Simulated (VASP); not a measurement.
Fe: single point with PBE

Crystal: Fe.

```
Fe
1.0
     0.00000    2.53048    2.53048
     2.53048    0.00000    2.53048
     2.53048    2.53048    0.00000
Fe
2
Cartesian
  0.6326 0.6326 0.6326
  4.4283 4.4283 4.4283
```

This cell differs from its parent crystal: volume scaled by 1.12.

| Item | Value |
| --- | --- |
| Program | VASP 6.6.1 |
| Task | single point |
| Functional | PBE |
| Potentials or basis | VASP PAW PBE potentials, release 64 (Fe) |
| Cutoff | 520 eV |
| k mesh | 13 × 13 × 13 |
| Occupations | fermi-dirac, width 0.05 eV |
| Spin | collinear spin, ferromagnetic start |
| Starting moments | [2.5, 2.5] μB |

The pressure is -14.3 GPa, the band gap on the k mesh is zero (filled and empty bands overlap) and the net moment is 0.00 μB per cell. The valence electrons inside the program's atomic spheres are Fe 7.28.

Levels at points of the mesh, in eV from the Fermi level:
Spin up:
| k point | band 4 | band 5 | band 6 | band 7 | band 8 | band 9 | band 10 | band 11 | band 12 | band 13 |
| --- | --- | --- | --- | --- | --- | --- | --- | --- | --- | --- |
| (0.00, 0.00, 0.00) | -2.14 | -2.14 | -2.14 | -0.34 | -0.34 | -0.34 | 1.04 | 1.04 | 13.14 | 13.14 |
Spin down:
| k point | band 4 | band 5 | band 6 | band 7 | band 8 | band 9 | band 10 | band 11 | band 12 | band 13 |
| --- | --- | --- | --- | --- | --- | --- | --- | --- | --- | --- |
| (0.00, 0.00, 0.00) | -2.14 | -2.14 | -2.14 | -0.34 | -0.34 | -0.34 | 1.03 | 1.03 | 13.14 | 13.14 |

It took 54 s on 1 thread of Intel(R) Xeon(R) 6975P-C (Granite Rapids), with other jobs on the host, peak memory 0.21 GiB.

Caveat: the starting moments collapsed, and a magnetic state may lie lower.
